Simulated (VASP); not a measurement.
A run of VASP 6.6.1 is set up as follows.

Contents of POSCAR:

```
InPd
1.0
    0.0000000000      2.7460700000      2.7460700000
    2.7460700000      0.0000000000      2.7460700000
    2.7460700000      2.7460700000      0.0000000000
In Pd
1 1
Direct
    0.0000000000      0.0000000000      0.0000000000
    0.5000000000      0.5000000000      0.5000000000
```

The input INCAR.step1:

```
SYSTEM = InPd
PREC = Accurate ; ENCUT = 520
EDIFF = 1E-5 ; ISMEAR = -1
SIGMA = 0.05 ; LREAL = .False.
LASPH = .True. ; NELM = 80
ALGO = Normal ; ISIF = 2
LWAVE = .True. ; GGA = PE
NBANDS = 18
```

INCAR.step2

```
SYSTEM = InPd
PREC = Accurate ; ENCUT = 520
EDIFF = 1E-6 ; ISMEAR = -1
SIGMA = 0.05 ; LREAL = .False.
LASPH = .True. ; NELM = 80
ALGO = Normal ; ISIF = 2
LWAVE = .False. ; LCHARG = .True.
GGA = B3 ; LHFCALC = .True.
AEXX = 0.2 ; AGGAX = 0.72
AGGAC = 0.81 ; ALDAC = 0.19
PRECFOCK = Normal ; LELF = .True.
LVHAR = .True. ; ISTART = 1
NBANDS = 18
```

Contents of KPOINTS:

```
Automatic mesh
0
Gamma
  4 4 4
  0 0 0
```

Potentials or basis: VASP PAW PBE potentials, release 64 (In_d, Pd).

Command:

```sh
$ cat potpaw_PBE.64/In_d/POTCAR potpaw_PBE.64/Pd/POTCAR > POTCAR
$ cp INCAR.step1 INCAR
$ mpirun -np 1 vasp_std > vasp.out
$ cp INCAR.step2 INCAR
$ mpirun -np 1 vasp_std > vasp.out
```

Predict the pressure.

1.2 GPa.

Estimate the band gap on the k mesh.

zero (an odd number of electrons rules out a gap without spin polarisation).

Caveat: the k points lie up to 0.50 Å⁻¹ apart, too coarse for converged energies and pressures of a metal; the PAW data sets were made with another functional, which shifts forces and pressure a little; spin-orbit coupling is left out, which moves the levels of the heavy elements.
